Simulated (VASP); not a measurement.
P:

```
CELL_PARAMETERS angstrom
0.00000 4.18525 4.18525
4.18525 0.00000 4.18525
4.18525 4.18525 0.00000
ATOMIC_POSITIONS crystal
P 0.86524 0.86524 0.86524
P 0.86524 0.86524 0.40428
P 0.86524 0.40428 0.86524
P 0.40428 0.86524 0.86524
P 0.13476 0.13476 0.59572
P 0.13476 0.13476 0.13476
P 0.13476 0.59572 0.13476
P 0.59572 0.13476 0.13476
```

The cell was generated, and may not be a known phase.

* Program: VASP 6.6.1
* Task: relaxation of cell and atoms
* Functional: PBE
* Potentials or basis: VASP PAW PBE potentials, release 64 (P)
* Cutoff: 500 eV
* k mesh: 4 × 4 × 4
* Occupations: gaussian, width 0.1 eV
* Spin: no spin polarisation

At the start: pressure 6.5 GPa; volume 18.33 Å³/atom.

Problem. Where does the relaxation end?

Solution. Over 6 steps the energy falls by 31.2 meV/atom and the volume is 19.88 Å³/atom (+8.5 %); space group Fm-3m (No. 225, to 0.1 Å) before and after.

Step by step:
```csv
step,energy change (eV),largest force (eV/Å),pressure (GPa),volume (Å³)
1,0.0000,0.7189,6.51,146.62
2,-0.1402,0.4990,-3.10,163.00
3,-0.2380,0.1010,0.26,156.18
4,-0.2379,0.0877,0.36,155.98
5,-0.2421,0.0722,0.28,156.74
6,-0.2495,0.0303,0.04,159.03
```

Final structure:
```
P
1.0
     0.00000    4.30015    4.30015
     4.30015    0.00000    4.30015
     4.30015    4.30015    0.00000
P
8
Direct
  0.86495 0.86495 0.86495
  0.86495 0.86495 0.40515
  0.86495 0.40515 0.86495
  0.40515 0.86495 0.86495
  0.13505 0.13505 0.59485
  0.13505 0.13505 0.13505
  0.13505 0.59485 0.13505
  0.59485 0.13505 0.13505
```

Caveat: this functional lacks dispersion, which holds the molecules together, so the pressure and a relaxed volume are unreliable.
